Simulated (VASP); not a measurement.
Input of a VASP 6.6.1 run:

File INCAR:

```
SYSTEM = HgTe
PREC = Accurate
ENCUT = 520
EDIFF = 1E-6
ISMEAR = -1
SIGMA = 0.05
LREAL = .False.
LASPH = .True.
NELM = 80
ALGO = Normal
ISIF = 2
LWAVE = .False.
LCHARG = .True.
LELF = .True.
LVHAR = .True.
NBANDS = 26
```

The input KPOINTS:

```
Automatic mesh
0
Gamma
  4 4 4
  0 0 0
```

The input POSCAR:

```
HgTe
1.0
    2.9925180000     -3.4669290000      0.0000000000
    2.9925180000      3.4669290000      0.0000000000
    0.0000000000      0.0000000000      5.7981570000
Hg Te
2 2
Direct
    0.3430500000      0.6569500000      0.7500000000
    0.6569500000      0.3430500000      0.2500000000
    0.7848090000      0.2151910000      0.7500000000
    0.2151910000      0.7848090000      0.2500000000
```

Potentials or basis: VASP PAW LDA potentials, release 64 (Hg, Te).

The run is started by

```console
$ cat potpaw_LDA.64/Hg/POTCAR potpaw_LDA.64/Te/POTCAR > POTCAR
$ mpirun -np 1 vasp_std > vasp.out
```

(1) Estimate the band gap on the k mesh.

(2) Estimate the largest force.

(3) Predict the pressure.

Answers

(1) zero (band 18 reaches 4.04 eV, above the bottom of band 19 at 1.97 eV).

(2) 0.212 eV/Å.

(3) -4.6 GPa.

Caveat: spin-orbit coupling is left out, which moves the levels of the heavy elements.
